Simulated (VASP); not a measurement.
WS2:

```
W S
1.0
     1.53831    0.91561    6.23747
    -1.53831    0.91561    6.23747
     0.00000   -1.83122    6.23747
W S
1 2
Direct
  0.00110 0.00110 0.99775
  0.41699 0.41699 0.41892
  0.24857 0.24857 0.24999
```

This cell differs from its parent crystal: uniaxial x strain -3.0%.

Base run:

- Program: VASP 6.6.1
- Functional: PBE
- Potentials or basis: VASP PAW PBE potentials, release 64 (W_sv, S)
- Cutoff: 520 eV
- k mesh: 10 × 10 × 10
- Occupations: fermi-dirac, width 0.02 eV
- Spin: no spin polarisation

Its results: band gap on the k mesh 1.15 eV (least direct gap 2.31 eV); pressure 6.8 GPa; largest force 0.218 eV/Å.

**Question.** The run is repeated on the same cell with these changes: functional from PBE to r2SCAN; occupations from fermi-dirac, width 0.02 eV to gaussian, width 0.01 eV. What comes out?

**Answer.** Band gap on the k mesh 1.26 eV (least direct gap 2.45 eV); pressure 5.1 GPa; largest force 0.029 eV/Å.

Caveats: spin-orbit coupling is left out, which moves the levels of the heavy elements; the stress differs along the axes, from 5 to 11 GPa (at least some runs); the stress differs along the axes, from 2 to 10 GPa (at least some runs); the PAW data sets were made with another functional, which shifts forces and pressure a little (at least some runs).

A k mesh can miss the band edges.
